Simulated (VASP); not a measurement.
Mo:

```
Mo
1.0
    -1.58381    1.58381    1.58381
     1.58381   -1.58381    1.58381
     1.58381    1.58381   -1.58381
Mo
1
Cartesian
  0.0000 0.0000 0.0000
```

* Program: VASP 6.6.1
* Task: relaxation of cell and atoms
* Functional: RPBE
* Dispersion: D4
* Potentials or basis: VASP PAW PBE potentials, release 64 (Mo_sv)
* Cutoff: 600 eV
* k mesh: 12 × 12 × 12
* Occupations: fermi-dirac, width 0.05 eV
* Spin: no spin polarisation

At the start: pressure -8.5 GPa; volume 15.89 Å³/atom.

**Question.** Where does the relaxation end?

**Answer.** Over 4 steps the energy falls by 14.3 meV/atom and the volume is 15.37 Å³/atom (-3.3 %); space group Im-3m (No. 229, to 0.05 Å).

The path:
```csv
step,energy change (eV),largest force (eV/Å),pressure (GPa),volume (Å³)
1,0.0000,0.0000,-8.54,15.89
2,0.1060,0.0000,30.93,14.02
3,-0.0142,0.0000,-0.35,15.39
4,-0.0143,0.0000,-0.03,15.37
```

Final structure:
```yaml
crystal:
  lattice:
    - [-1.56642, 1.56642, 1.56642]
    - [1.56642, -1.56642, 1.56642]
    - [1.56642, 1.56642, -1.56642]
  atoms:
    - { symbol: Mo, position: [0.00000, 0.00000, 0.00000] }
```

Caveat: the PAW data sets were made with another functional, which shifts forces and pressure a little; pairwise dispersion overbinds metals, which lowers pressure and volume.
